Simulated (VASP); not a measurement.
# W (Pm-3m) in VASP: a series of runs

The runs below take W through relaxation of cell and atoms, with PBE.

Program: VASP 6.6.1. These are calculated values, not measurements. Logs are shortened: lines on timing, memory, paths and dates and some standing lists are left out, and cuts for length are marked.

## 1. The cell of the first run

Symmetry: Pm-3m, No. 221, cubic system. Conventional cell: a = 2.640 Å, b = 2.640 Å, c = 2.640 Å, α = 90.00°, β = 90.00°, γ = 90.00°. Within 3.5 Å of W (site symmetry m-3m) lie 6 W at 2.64 Å.

This isn't the form of W at room conditions, which is bcc.

## 2. Relaxation of cell and atoms, PBE

Input file INCAR:

```
SYSTEM = W
PREC = Accurate ; ENCUT = 600
EDIFF = 1E-6 ; ISMEAR = -1
SIGMA = 0.05 ; LREAL = .False.
LASPH = .True. ; NELM = 60
ALGO = Normal ; ISIF = 3
LWAVE = .False. ; LCHARG = .False.
GGA = PE ; IBRION = 2
NSW = 50 ; EDIFFG = -0.02
```

Input file KPOINTS:

```
Automatic mesh
0
Gamma
  17 17 17
  0 0 0
```

Input file POSCAR:

```
W
1.0
    2.6401868780      0.0000000000      0.0000000000
    0.0000000000      2.6401868780      0.0000000000
    0.0000000000      0.0000000000      2.6401868780
W
1
Direct
    0.0000000000      0.0000000000      0.0000000000
```

Potentials or basis: VASP PAW PBE potentials, release 64 (W_sv).

Run with:

```
$ cat potpaw_PBE.64/W_sv/POTCAR > POTCAR
$ mpirun -np 1 vasp_std > vasp.out
```

OUTCAR:

```text
SYSTEM = W
   PREC = Accurate
   ENCUT = 600
   EDIFF = 1E-6
   ISMEAR = -1
   LREAL = .False.
   LASPH = .True.
   NELM = 60
   ISIF = 3
   GGA = PE
   IBRION = 2
   NSW = 50
   EDIFFG = -0.02

 ion  position               nearest neighbor table
   1  0.000  0.000  0.000-

  LATTYP: Found a simple cubic cell.
 ALAT       =     2.6401868780

  Lattice vectors:

 A1 = (   2.6401868780,   0.0000000000,   0.0000000000)
 A2 = (   0.0000000000,   2.6401868780,   0.0000000000)
 A3 = (   0.0000000000,   0.0000000000,   2.6401868780)

Analysis of symmetry for initial positions (statically):
=====================================================================
 Subroutine PRICEL returns:
 Original cell was already a primitive cell.

 Routine SETGRP: Setting up the symmetry group for a
 simple cubic supercell.

 Subroutine GETGRP returns: Found 48 space group operations
 (whereof 48 operations were pure point group operations)
 out of a pool of 48 trial point group operations.

The static configuration has the point symmetry O_h .

Analysis of symmetry for dynamics (positions and initial velocities):
=====================================================================
 Subroutine PRICEL returns:
 Original cell was already a primitive cell.

 Routine SETGRP: Setting up the symmetry group for a
 simple cubic supercell.

 Subroutine GETGRP returns: Found 48 space group operations
 (whereof 48 operations were pure point group operations)
 out of a pool of 48 trial point group operations.

The dynamic configuration has the point symmetry O_h .

 Subroutine INISYM returns: Found 48 space group operations
 (whereof 48 operations are pure point group operations),
 and found     1 'primitive' translations

----------------------------------------------------------------------------------------

                                     Primitive cell

  volume of cell :      18.4037

  direct lattice vectors                    reciprocal lattice vectors
     2.640186878  0.000000000  0.000000000     0.378761067  0.000000000  0.000000000
     0.000000000  2.640186878  0.000000000     0.000000000  0.378761067  0.000000000
     0.000000000  0.000000000  2.640186878     0.000000000  0.000000000  0.378761067

  length of vectors
     2.640186878  2.640186878  2.640186878     0.378761067  0.378761067  0.378761067

  position of ions in fractional coordinates (direct lattice)
     0.000000000  0.000000000  0.000000000

  ion indices of the primitive-cell ions
   primitive index   ion index
                 1           1

----------------------------------------------------------------------------------------

 KPOINTS: Automatic mesh

Automatic generation of k-mesh.
 Grid dimensions read from file:
 generate k-points for:   17   17   17

 Generating k-lattice:

  Cartesian coordinates                     Fractional coordinates (reciprocal lattice)
     0.022280063  0.000000000  0.000000000     0.058823529  0.000000000  0.000000000
     0.000000000  0.022280063  0.000000000     0.000000000  0.058823529  0.000000000
     0.000000000  0.000000000  0.022280063     0.000000000  0.000000000  0.058823529

  Length of vectors
     0.022280063  0.022280063  0.022280063

  Shift w.r.t. Gamma in fractional coordinates (k-lattice)
     0.000000000  0.000000000  0.000000000

 Subroutine IBZKPT returns following result:
 ===========================================

 Found    165 irreducible k-points:

 Following reciprocal coordinates:
            Coordinates               Weight
  0.000000  0.000000  0.000000      1.000000
  0.058824  0.000000  0.000000      6.000000
  0.117647  0.000000  0.000000      6.000000
  0.176471  0.000000  0.000000      6.000000
  0.235294  0.000000  0.000000      6.000000
  0.294118  0.000000  0.000000      6.000000
[... 16 lines left out ...]
  0.411765  0.117647  0.000000     24.000000
  0.470588  0.117647  0.000000     24.000000
 [... further k-points ...]
   k-points           NKPTS =    165   k-points in BZ     NKDIM =    165   number of bands    NBANDS=     11
   number of dos      NEDOS =    301   number of ions     NIONS =      1
   total plane-waves  NPLWV =  13824
   dimension x,y,z NGX =    24 NGY =   24 NGZ =   24
   dimension x,y,z NGXF=    48 NGYF=   48 NGZF=   48
   ions per type =               1
   NGX,Y,Z   is equivalent  to a cutoff of  15.11, 15.11, 15.11 a.u.
   NGXF,Y,Z  is equivalent  to a cutoff of  30.22, 30.22, 30.22 a.u.
 SYSTEM =  W
   PREC   = accura    normal or accurate (medium, high low for compatibility)
   ISTART =      0    job   : 0-new  1-cont  2-samecut
   ICHARG =      2    charge: 1-file 2-atom 10-const
   ISPIN  =      1    spin polarized calculation?
   LNONCOLLINEAR =      F non collinear calculations
   LSORBIT =      F    spin-orbit coupling
   LASPH  =      T    aspherical Exc in radial PAW
   ENCUT  =  600.0 eV  44.10 Ry    6.64 a.u.   5.27  5.27  5.27*2*pi/ulx,y,z
   NELM   =     60;   NELMIN=  2; NELMDL= -5     # of ELM steps
   EDIFF  = 0.1E-05   stopping-criterion for ELM
   LREAL  =      F    real-space projection
   EDIFFG = -.2E-01   stopping-criterion for IOM
   NSW    =     50    number of steps for IOM
   IBRION =      2    ionic relax: 0-MD 1-quasi-New 2-CG
   NFREE  =      1    steps in history (QN), initial steepest desc. (CG)
   ISIF   =      3    stress and relaxation
   ISYM   =      2    0-nonsym 1-usesym 2-fastsym
   POTIM  = 0.5000    time-step for ionic-motion
   TEBEG  =    0.0;   TEEND  =   0.0 temperature during run
   PSTRESS=    0.0 pullay stress
   NELECT =      14.0000    total number of electrons
   NUPDOWN=      -1.0000    fix difference up-down
   EMIN   =  10.00;   EMAX   =-10.00  energy-range for DOS
   EFERMI =   0.00;   METHOD = LEGACY
   ISMEAR =    -1;   SIGMA  =   0.05  broadening in eV -4-tet -1-fermi 0-gaus
   EFERMI_NEDOS =   21; number of points for ismear=-14 and -15
   IALGO  =     38    algorithm
   IMIX   =      4    mixing-type and parameters
     AMIX     =   0.40;   BMIX     =  1.00
     AMIX_MAG =   1.60;   BMIX_MAG =  1.00
  volume/ion in A,a.u.               =      18.40       124.19
  Fermi-wavevector in a.u.,A,eV,Ry     =   1.494455  2.824110 30.387194  2.233396
  Thomas-Fermi vector in A             =   2.606726
   LORBIT       =      0    0 simple, 1 ext, 2 COOP (PROOUT), +10 PAW based schemes
   GGA     = PE    functional components
   LHFCALC =     F    Hartree Fock is set to
   AEXX    =    0.0000 exact exchange contribution
   IVDW    =     0    specifies the selected vdW correction
   LEPSILON=     F    determine dielectric tensor
   LRPA    =     F    only Hartree local field effects (RPA)
 conjugate gradient relaxation of ions
 non-spin polarized calculation
  energy-cutoff  :      600.00
  volume of cell :       18.40
 maximum number of plane-waves:       627
 NGX is ok and might be reduce to    24
   NGX = 11   NGY = 11   NGZ = 11

--------------------------------------- Ionic step        1  -------------------------------------------

 number of electron      14.0000001 magnetization

 Free energy of the ion-electron system (eV)
  ---------------------------------------------------
  ext. energy  EPLUGINS =         0.00000000
  ---------------------------------------------------
  free energy    TOTEN  =       -11.50840255 eV

  energy without entropy =      -11.49965830  energy(sigma->0) =      -11.50403042

------------------------ aborting loop because EDIFF is reached ----------------------------------------

  FORCE on cell =-STRESS in cart. coord.  units (eV):
  Direction    XX          YY          ZZ          XY          YZ          ZX
  --------------------------------------------------------------------------------------
  -------------------------------------------------------------------------------------
  Total       -0.0541487     -0.0541487     -0.0541487     -0.0000000      0.0000000      0.0000000
  in kB       -4.7140582     -4.7140582     -4.7140582     -0.0000000      0.0000000      0.0000000
  external PRESSURE =      -4.7140582 kB  Pullay stress =       0.0000000 kB
[... 55 lines left out ...]
  energy  without entropy=      -11.4994755275  energy(sigma->0) =      -11.50377266

--------------------------------------- Ionic step        3  -------------------------------------------

 number of electron      14.0000001 magnetization

 Free energy of the ion-electron system (eV)
  ---------------------------------------------------
  ext. energy  EPLUGINS =         0.00000000
  ---------------------------------------------------
  free energy    TOTEN  =       -11.50846232 eV

  energy without entropy =      -11.49976050  energy(sigma->0) =      -11.50411141

 E-fermi :   9.3726     XC(G=0): -12.6769

 val. band max:        9.3700672388   @ k =   0.4706   0.1176   0.1176
 cond. band min:       9.3745689116   @ k =   0.4118   0.2941   0.1176
 fundamental gap:      0.0045016728
 Fermi energy:         9.3725965994

 k-point     1 :       0.0000    0.0000    0.0000
  band No.  band energies     occupation
      1     -64.7704      2.00000
      2     -28.3863      2.00000
      3     -28.3863      2.00000
      4     -28.3863      2.00000
      5       0.7764      2.00000
      6       5.0217      2.00000
      7       5.0217      2.00000
      8      14.0141      0.00000
      9      14.0141      0.00000
     10      14.0141      0.00000
     11      23.9530      0.00000
[... 309 lines left out ...]
 k-point    24 :       0.4706    0.1176    0.0000
  band No.  band energies     occupation
      1     -64.6642      2.00000
      2     -29.6113      2.00000
      3     -28.4407      2.00000
      4     -28.2596      2.00000
      5       4.6975      2.00000
      6       6.4338      2.00000
      7       7.3918      2.00000
      8      10.3760      0.00000
      9      11.2358      0.00000
     10      13.8300      0.00000
     11      18.4287      0.00000

 [... further k-points ...]
[... 5 lines left out ...]
  --------------------------------------------------------------------------------------
  -------------------------------------------------------------------------------------
  Total        0.0015181      0.0015181      0.0015181     -0.0000000     -0.0000000     -0.0000000
  in kB        0.1324546      0.1324546      0.1324546     -0.0000000     -0.0000000     -0.0000000
  external PRESSURE =       0.1324546 kB  Pullay stress =       0.0000000 kB
[... 16 lines left out ...]
  FREE ENERGIE OF THE ION-ELECTRON SYSTEM (eV)
  ---------------------------------------------------
  free  energy   TOTEN  =       -11.5084623153 eV

  energy  without entropy=      -11.4997604958  energy(sigma->0) =      -11.50411141

 reached required accuracy - stopping structural energy minimisation
```

Run time: 31 s. Hardware: 1 thread of AMD EPYC 9R45 (Zen 5), shared host; peak memory 0.14 GiB.

What came out:

| Quantity | Value |
| --- | --- |
| Free energy | -11.5085 eV |
| Relaxed volume | 18.36 Å³/atom |
| Relaxed cell | a = 2.638 Å, b = 2.638 Å, c = 2.638 Å, α = 90.00°, β = 90.00°, γ = 90.00° |
| Space group after relaxing (to 0.1 Å) | Pm-3m (No. 221) |
| Energy gained by relaxing | 0.1 meV/atom |
| Ionic steps | 3 |
| Pressure after relaxing | 0.0 GPa |
| Band gap on the k mesh | zero (bands 7 and 8 overlap by 2.59 eV) |

Final structure:
```yaml
crystal:
  lattice:
    - [2.63826, 0.00000, 0.00000]
    - [0.00000, 2.63826, 0.00000]
    - [0.00000, 0.00000, 2.63826]
  atoms:
    - { symbol: W, position: [0.00000, 0.00000, 0.00000] }
```

Caveat: spin-orbit coupling is left out, which moves the levels of the heavy elements.

## 3. Relaxation of cell and atoms, PBE

This run uses another cell than the first one, of 17.37 Å³/atom.

Input file INCAR:

```
ALGO = Normal
EDIFF = 1E-6
EDIFFG = -0.02
ENCUT = 600
GGA = PE
IBRION = 2
ISIF = 3
ISMEAR = -1
LASPH = True
LCHARG = False
LREAL = False
LWAVE = False
NELM = 80
NSW = 50
PREC = Accurate
SIGMA = 0.05
```

Input file KPOINTS:

```
k-points
0
Gamma
  18 18 18
```

Input file POSCAR:

```
W
1.0
    2.5900000000      0.0000000000      0.0000000000
    0.0000000000      2.5900000000      0.0000000000
    0.0000000000      0.0000000000      2.5900000000
W
1
Direct
    0.0000000000      0.0000000000      0.0000000000
```

Potentials or basis: VASP PAW PBE potentials, release 64 (W_sv).

Run with:

```
$ cat potpaw_PBE.64/W_sv/POTCAR > POTCAR
$ mpirun -np 1 vasp_std > vasp.out
```

It took 57 s on 1 thread of AMD EPYC 9R45 (Zen 5), shared host; peak memory 0.16 GiB.

It converged, with:

```
Free energy                           : -11.5020 eV
Relaxed volume                        : 18.46 Å³/atom
Relaxed cell                          : a = 2.643 Å, b = 2.643 Å, c = 2.643 Å, α = 90.00°, β = 90.00°, γ = 90.00°
Space group after relaxing (to 0.1 Å) : Pm-3m (No. 221)
Energy gained by relaxing             : 46.2 meV/atom
Ionic steps                           : 4
Pressure after relaxing               : 0.0 GPa
Band gap on the k mesh                : zero (bands 7 and 8 overlap by 2.78 eV)
```

The path:
```csv
step,energy change (eV),largest force (eV/Å),pressure (GPa),volume (Å³)
1,0.0000,0.0000,14.38,17.37
2,0.2240,0.0000,-24.16,21.60
3,-0.0461,0.0000,-0.75,18.52
4,-0.0462,0.0000,-0.05,18.46
```

Final structure:
```
W
1.0
     2.64295    0.00000    0.00000
     0.00000    2.64295    0.00000
     0.00000    0.00000    2.64295
W
1
Direct
  0.00000 0.00000 0.00000
```

Levels at points of the mesh, in eV from the Fermi level:
| k point | band 5 | band 6 | band 7 | band 8 | band 9 | band 10 |
| --- | --- | --- | --- | --- | --- | --- |
| (0.00, 0.00, 0.00) | -8.52 | -4.27 | -4.27 | 4.65 | 4.65 | 4.65 |
| (0.50, 0.00, 0.00) | -5.04 | -3.32 | -0.75 | 0.93 | 0.93 | 5.05 |
| (0.50, 0.50, 0.00) | -5.45 | -2.88 | 1.69 | 1.69 | 4.69 | 4.69 |
| (0.50, 0.50, 0.50) | -3.82 | -3.82 | -3.82 | 7.36 | 7.54 | 7.54 |

Caveat: spin-orbit coupling is left out, which moves the levels of the heavy elements.

The gap in the log of VASP goes by the Fermi energy; the results here count the filled bands.